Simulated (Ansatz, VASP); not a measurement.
# One calculation of Hg, two programs

INCAR

```
SYSTEM = Hg
PREC = Accurate
ENCUT = 520
EDIFF = 1E-6
ISMEAR = -1
SIGMA = 0.1
LREAL = .FALSE.
LASPH = .TRUE.
NELM = 60
ALGO = Normal
ISIF = 2
LWAVE = .FALSE.
LCHARG = .TRUE.
LELF = .TRUE.
LVHAR = .TRUE.
NBANDS = 32
```

KPOINTS

```
Automatic mesh
0
G
  13 13 4
  0 0 0
```

Contents of POSCAR:

```
Hg
1.0
    3.1219409214      0.0000000000      0.0000000000
   -1.5609704607      2.7036801470      0.0000000000
    0.0000000000      0.0000000000     10.5085343425
Hg
4
Direct
    0.0000000000      1.0000000000      0.0000000000
    0.0000000000      1.0000000000      0.5000000000
    0.3333333333      0.6666666667      0.2500000000
    0.6666666667      0.3333333333      0.7500000000
```

Input for Ansatz:

```yaml
crystal:
  lattice:
    - [3.1219409214, 0.0, 0.0]
    - [-1.5609704607, 2.703680147, 0.0]
    - [0.0, 0.0, 10.5085343425]
  atoms:
    - { symbol: Hg, position: [0.0, 1.0, 0.0] }
    - { symbol: Hg, position: [0.0, 1.0, 0.5] }
    - { symbol: Hg, position: [0.3333333333, 0.6666666667, 0.25] }
    - { symbol: Hg, position: [0.6666666667, 0.3333333333, 0.75] }
hamiltonian:
  xc: lda
  pseudopotentials:
    kind: paw
    azcp:
      Hg: "pseudopotentials/Hg.paw.azcp"
basis:
  ecutwfc: 420
  fft_grid_basis: typed
kpoints:
  mp_grid: { grid: [13, 13, 4], shift: [0, 0, 0] }
magnetization:
  spin_polarized: false
scf:
  occupations: { method: fermi_dirac, width: 0.1 }
  lower_state_search: "off"
output:
  stress: true
  write_density: true
  write_potential: true
  elf: true
  volumetric_format: npy
```

Alike in both runs: task single point; functional LDA; k mesh 13 × 13 × 4; occupations fermi-dirac, width 0.1 eV; no spin polarisation.

```csv
,VASP,Ansatz
version,VASP 6.6.1,Ansatz 0.2.0
potentials or method,"VASP PAW LDA potentials, release 64 (Hg), cutoff 520 eV","plane waves (420 eV) with PAW, scalar-relativistic"
valence electrons in the cell,48,80
```

VASP gave:

```
pressure (GPa)                                                : 0.5
traceless stress, the component that is largest in VASP (GPa) : -0.31
```

Question: What did Ansatz give for the same quantities?

Answer: Pressure (GPa): -0.1; traceless stress, the component that is largest in VASP (GPa): -0.29.

Ansatz warns that its potentials were made for another functional, while VASP's fit it. LDA's correlation is that of Perdew and Zunger in VASP and of Perdew and Wang (1992) in Ansatz. VASP's potentials hold 48 valence electrons a cell and Ansatz's 80, so a difference there can come from the potentials and not from the codes.

Spin-orbit coupling is off throughout.
